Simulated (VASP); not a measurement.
# TaWC2 (R-3m) in VASP: notebook

TaWC2 is run at these levels: LDA, LDA+U; tasks: single point.

All numbers are computed with VASP 6.6.1; they aren't measurements. Logs are shortened: lines on timing, memory, paths and dates and some standing lists are left out, and cuts for length are marked.

## (1) The cell of the first run

Symmetry: R-3m, No. 166, trigonal system. The conventional cell has a = 3.165 Å, b = 3.165 Å, c = 15.406 Å, α = 90.00°, β = 90.00°, γ = 120.00°. W (site symmetry -3m) has 6 C at 2.22 Å within 2.9 Å. Ta (site symmetry -3m) has 6 C at 2.24 Å within 3.0 Å. C (site symmetry 3m) has 3 W at 2.22 Å and 3 Ta at 2.24 Å within 2.9 Å.

## (2) Single point, LDA

INCAR

```
SYSTEM = TaWC2
ALGO = Normal
EDIFF = 1E-6
ENCUT = 700
GGA = CA
GGA_COMPAT = .FALSE.
ISIF = 2
ISMEAR = -1
LASPH = .TRUE.
LCHARG = .FALSE.
LREAL = .FALSE.
LWAVE = .FALSE.
NBANDS = 26
NELM = 120
PREC = Accurate
SIGMA = 0.05
```

KPOINTS

```
k-points
0
G
  10 10 10
  0 0 0
```

POSCAR

```
TaWC2
1.0
    1.5822650862      0.9135211734      5.1354062173
   -1.5822650862      0.9135211734      5.1354062173
    0.0000000000     -1.8270423469      5.1354062173
W Ta C
1 1 2
Direct
    0.0000000000      0.0000000000      0.0000000000
    0.5000000000      0.5000000000      0.5000000000
    0.2509330000      0.2509330000      0.2509330000
    0.7490670000      0.7490670000      0.7490670000
```

Potentials or basis: VASP PAW LDA potentials, release 64 (W_sv, Ta_sv_GW, C).

Command:

```sh
cat potpaw_LDA.64/W_sv/POTCAR potpaw_LDA.64/Ta_sv_GW/POTCAR potpaw_LDA.64/C/POTCAR > POTCAR
mpirun -np 1 vasp_std > vasp.out
```

OUTCAR:

```text
SYSTEM = TaWC2
   EDIFF = 1E-6
   ENCUT = 700
   GGA = CA
   ISIF = 2
   ISMEAR = -1
   LASPH = .TRUE.
   LREAL = .FALSE.
   NELM = 120
   PREC = Accurate

 ion  position               nearest neighbor table
   1  0.000  0.000  0.000-   4 2.22   3 2.22   4 2.22   4 2.22   3 2.22   3 2.22   2 3.15   2 3.15
                             2 3.15   2 3.15   2 3.15   2 3.15
   2  0.500  0.500  0.500-   3 2.24   4 2.24   3 2.24   3 2.24   4 2.24   4 2.24   1 3.15   1 3.15
                             1 3.15   1 3.15   1 3.15   1 3.15
   3  0.251  0.251  0.251-   1 2.22   1 2.22   1 2.22   2 2.24   2 2.24   2 2.24
   4  0.749  0.749  0.749-   1 2.22   1 2.22   1 2.22   2 2.24   2 2.24   2 2.24

  LATTYP: Found a trigonal (rhomboedric) cell.
 ALAT       =     5.4507321301
 COS(alpha) =     0.8314693846

  Lattice vectors:

 A1 = (   1.5822650862,   0.9135211734,   5.1354062173)
 A2 = (  -1.5822650862,   0.9135211734,   5.1354062173)
 A3 = (   0.0000000000,  -1.8270423469,   5.1354062173)

Analysis of symmetry for initial positions (statically):
=====================================================================
 Subroutine PRICEL returns:
 Original cell was already a primitive cell.

 Routine SETGRP: Setting up the symmetry group for a
 trigonal (rhombohedral) supercell.

 Subroutine GETGRP returns: Found 12 space group operations
 (whereof 12 operations were pure point group operations)
 out of a pool of 12 trial point group operations.

The static configuration has the point symmetry D_3d.

Analysis of symmetry for dynamics (positions and initial velocities):
=====================================================================
 Subroutine PRICEL returns:
 Original cell was already a primitive cell.

 Routine SETGRP: Setting up the symmetry group for a
 trigonal (rhombohedral) supercell.

 Subroutine GETGRP returns: Found 12 space group operations
 (whereof 12 operations were pure point group operations)
 out of a pool of 12 trial point group operations.

The dynamic configuration has the point symmetry D_3d.

 Subroutine INISYM returns: Found 12 space group operations
 (whereof 12 operations are pure point group operations),
 and found     1 'primitive' translations

----------------------------------------------------------------------------------------

                                     Primitive cell

  volume of cell :      44.5373

  direct lattice vectors                    reciprocal lattice vectors
     1.582265086  0.913521173  5.135406217     0.316002675  0.182444230  0.064908854
    -1.582265086  0.913521173  5.135406217    -0.316002675  0.182444230  0.064908854
     0.000000000 -1.827042347  5.135406217     0.000000000 -0.364888459  0.064908854

  length of vectors
     5.450732130  5.450732130  5.450732130     0.370616712  0.370616712  0.370616712

  position of ions in fractional coordinates (direct lattice)
     0.000000000  0.000000000  0.000000000
     0.500000000  0.500000000  0.500000000
     0.250933000  0.250933000  0.250933000
     0.749067000  0.749067000  0.749067000

  ion indices of the primitive-cell ions
   primitive index   ion index
                 1           1
                 2           2
                 3           3
                 4           4

----------------------------------------------------------------------------------------

 KPOINTS: k-points

Automatic generation of k-mesh.
 Grid dimensions read from file:
 generate k-points for:   10   10   10

 Generating k-lattice:

  Cartesian coordinates                     Fractional coordinates (reciprocal lattice)
     0.031600268  0.018244423  0.006490885     0.100000000  0.000000000  0.000000000
    -0.031600268  0.018244423  0.006490885     0.000000000  0.100000000  0.000000000
     0.000000000 -0.036488846  0.006490885     0.000000000  0.000000000  0.100000000

  Length of vectors
     0.037061671  0.037061671  0.037061671

  Shift w.r.t. Gamma in fractional coordinates (k-lattice)
     0.000000000  0.000000000  0.000000000

 Subroutine IBZKPT returns following result:
 ===========================================

 Found    116 irreducible k-points:

 Following reciprocal coordinates:
            Coordinates               Weight
  0.000000  0.000000  0.000000      1.000000
  0.100000  0.000000 -0.000000      6.000000
  0.200000  0.000000 -0.000000      6.000000
  0.300000  0.000000  0.000000      6.000000
  0.400000  0.000000 -0.000000      6.000000
  0.500000  0.000000  0.000000      3.000000
[... 16 lines left out ...]
  0.300000  0.300000 -0.000000      6.000000
  0.400000  0.300000  0.000000     12.000000
 [... further k-points ...]
   k-points           NKPTS =    116   k-points in BZ     NKDIM =    116   number of bands    NBANDS=     26
   number of dos      NEDOS =    301   number of ions     NIONS =      4
   total plane-waves  NPLWV = 110592
   dimension x,y,z NGX =    48 NGY =   48 NGZ =   48
   dimension x,y,z NGXF=    96 NGYF=   96 NGZF=   96
   ions per type =               1   1   2
   NGX,Y,Z   is equivalent  to a cutoff of  14.64, 14.64, 14.64 a.u.
   NGXF,Y,Z  is equivalent  to a cutoff of  29.28, 29.28, 29.28 a.u.
 SYSTEM =  TaWC2
   PREC   = accura    normal or accurate (medium, high low for compatibility)
   ISTART =      0    job   : 0-new  1-cont  2-samecut
   ICHARG =      2    charge: 1-file 2-atom 10-const
   ISPIN  =      1    spin polarized calculation?
   LNONCOLLINEAR =      F non collinear calculations
   LSORBIT =      F    spin-orbit coupling
   LASPH  =      T    aspherical Exc in radial PAW
   ENCUT  =  700.0 eV  51.45 Ry    7.17 a.u.  11.76 11.76 11.76*2*pi/ulx,y,z
   NELM   =    120;   NELMIN=  2; NELMDL= -5     # of ELM steps
   EDIFF  = 0.1E-05   stopping-criterion for ELM
   LREAL  =      F    real-space projection
   EDIFFG = 0.1E-04   stopping-criterion for IOM
   NSW    =      0    number of steps for IOM
   IBRION =     -1    ionic relax: 0-MD 1-quasi-New 2-CG
   NFREE  =      0    steps in history (QN), initial steepest desc. (CG)
   ISIF   =      2    stress and relaxation
   ISYM   =      2    0-nonsym 1-usesym 2-fastsym
   POTIM  = 0.5000    time-step for ionic-motion
   TEBEG  =    0.0;   TEEND  =   0.0 temperature during run
   PSTRESS=    0.0 pullay stress
   NELECT =      35.0000    total number of electrons
   NUPDOWN=      -1.0000    fix difference up-down
   EMIN   =  10.00;   EMAX   =-10.00  energy-range for DOS
   EFERMI =   0.00;   METHOD = LEGACY
   ISMEAR =    -1;   SIGMA  =   0.05  broadening in eV -4-tet -1-fermi 0-gaus
   EFERMI_NEDOS =   21; number of points for ismear=-14 and -15
   IALGO  =     38    algorithm
   IMIX   =      4    mixing-type and parameters
     AMIX     =   0.40;   BMIX     =  1.00
     AMIX_MAG =   1.60;   BMIX_MAG =  1.00
  volume/ion in A,a.u.               =      11.13        75.14
  Fermi-wavevector in a.u.,A,eV,Ry     =   1.510739  2.854883 31.053031  2.282333
  Thomas-Fermi vector in A             =   2.620889
   LORBIT       =      0    0 simple, 1 ext, 2 COOP (PROOUT), +10 PAW based schemes
   GGA     = CA    functional components
   LHFCALC =     F    Hartree Fock is set to
   AEXX    =    0.0000 exact exchange contribution
   IVDW    =     0    specifies the selected vdW correction
   LEPSILON=     F    determine dielectric tensor
   LRPA    =     F    only Hartree local field effects (RPA)
 non-spin polarized calculation
  energy-cutoff  :      700.00
  volume of cell :       44.54
 maximum number of plane-waves:      1889
   NGX = 23   NGY = 23   NGZ = 23

 number of electron      35.0000000 magnetization

 Free energy of the ion-electron system (eV)
  ---------------------------------------------------
  ext. energy  EPLUGINS =         0.00000000
  ---------------------------------------------------
  free energy    TOTEN  =       -50.49094576 eV

  energy without entropy =      -50.47551040  energy(sigma->0) =      -50.48322808

 E-fermi :  11.8356     XC(G=0): -13.6605

 val. band max:       11.8342523774   @ k =  -0.1000   0.2000   0.1000
 cond. band min:      11.8489493318   @ k =  -0.3000   0.1000   0.0000
 fundamental gap:      0.0146969544
 Fermi energy:        11.8355510967

 k-point     1 :       0.0000    0.0000    0.0000
  band No.  band energies     occupation
      1     -63.0396      2.00000
      2     -56.8335      2.00000
      3     -27.5374      2.00000
      4     -27.3664      2.00000
      5     -27.3664      2.00000
      6     -23.6531      2.00000
[... 18 lines left out ...]
     25      16.9452      0.00000
     26      18.1509      0.00000

 k-point     2 :       0.1000    0.0000   -0.0000
  band No.  band energies     occupation
      1     -63.0378      2.00000
      2     -56.8307      2.00000
      3     -27.5299      2.00000
      4     -27.4019      2.00000
      5     -27.3747      2.00000
      6     -23.6471      2.00000
[... 18 lines left out ...]
     25      17.7671      0.00000
     26      18.6461      0.00000

 k-point     3 :       0.2000    0.0000   -0.0000
  band No.  band energies     occupation
      1     -63.0331      2.00000
      2     -56.8233      2.00000
      3     -27.5106      2.00000
      4     -27.4935      2.00000
      5     -27.3962      2.00000
      6     -23.6312      2.00000
[... 18 lines left out ...]
     25      17.9900      0.00000
     26      19.9625      0.00000

 k-point     4 :       0.3000    0.0000    0.0000
  band No.  band energies     occupation
      1     -63.0272      2.00000
      2     -56.8142      2.00000
      3     -27.6055      2.00000
      4     -27.4862      2.00000
      5     -27.4228      2.00000
      6     -23.6534      2.00000
[... 18 lines left out ...]
     25      17.6887      0.00000
     26      19.1673      0.00000
[... 496 lines left out ...]
      1     -63.0245      2.00000
      2     -56.8100      2.00000
      3     -27.6238      2.00000
      4     -27.4771      2.00000
      5     -27.4694      2.00000
      6     -23.6786      2.00000
[... 18 lines left out ...]
     25      17.3073      0.00000
     26      19.7885      0.00000

 k-point    23 :       0.3000    0.3000   -0.0000
  band No.  band energies     occupation
      1     -63.0272      2.00000
      2     -56.8142      2.00000
      3     -27.6075      2.00000
      4     -27.4877      2.00000
      5     -27.4233      2.00000
      6     -23.6512      2.00000
[... 18 lines left out ...]
     25      18.0121      0.00000
     26      18.7548      0.00000

 k-point    24 :       0.4000    0.3000    0.0000
  band No.  band energies     occupation
      1     -63.0240      2.00000
      2     -56.8091      2.00000
      3     -27.6548      2.00000
      4     -27.4759      2.00000
      5     -27.4536      2.00000
      6     -23.7138      2.00000
[... 18 lines left out ...]
     25      18.3101      0.00000
     26      19.1913      0.00000

 [... further k-points ...]
[... 5 lines left out ...]
  --------------------------------------------------------------------------------------
  -------------------------------------------------------------------------------------
  Total       -5.9164780     -5.9164780     -5.9029460      0.0000000      0.0000000     -0.0000000
  in kB     -212.8383665   -212.8383665   -212.3515698      0.0000000      0.0000000     -0.0000000
  external PRESSURE =    -212.6761009 kB  Pullay stress =       0.0000000 kB

 VOLUME and BASIS-vectors are now :
 -----------------------------------------------------------------------------
  energy-cutoff  :      700.00
  volume of cell :       44.54
      direct lattice vectors                 reciprocal lattice vectors
     1.582265086  0.913521173  5.135406217     0.316002675  0.182444230  0.064908854
    -1.582265086  0.913521173  5.135406217    -0.316002675  0.182444230  0.064908854
     0.000000000 -1.827042347  5.135406217     0.000000000 -0.364888459  0.064908854

 POSITION                                       TOTAL-FORCE (eV/Angst)
 -----------------------------------------------------------------------------------
      0.00000      0.00000      0.00000         0.000000      0.000000      0.000000
      0.00000     -0.00000      7.70311        -0.000000      0.000000      0.000000
      0.00000     -0.00000      3.86593         0.000000     -0.000000      0.055534
      0.00000     -0.00000     11.54029         0.000000      0.000000     -0.055534
 -----------------------------------------------------------------------------------
    total drift:                                0.000000      0.000000     -0.000000

  FREE ENERGIE OF THE ION-ELECTRON SYSTEM (eV)
  ---------------------------------------------------
  free  energy   TOTEN  =       -50.4909457635 eV

  energy  without entropy=      -50.4755103999  energy(sigma->0) =      -50.48322808
```

Run time: 7.7 min. Hardware: 1 thread of Intel Xeon Platinum 8375C at 2.90GHz (Ice Lake), shared host; peak memory 0.43 GiB.

Results:

- Free energy: -50.4909 eV
- Pressure: -21.3 GPa
- Largest force: 0.056 eV/Å
- Band gap on the k mesh: zero (an odd number of electrons rules out a gap without spin polarisation)

Forces in eV/Å, atoms in the order of the input:
```
W    0.000  0.000  0.000
Ta   0.000  0.000  0.000
C    0.000  0.000  0.056
C    0.000  0.000 -0.056
```

Caveat: the cell stands under tension; spin-orbit coupling is left out, which moves the levels of the heavy elements; an odd number of electrons without spin polarisation forces a metal; a magnetic or distorted state may lie lower.

(Continued in part 2 of 2.)
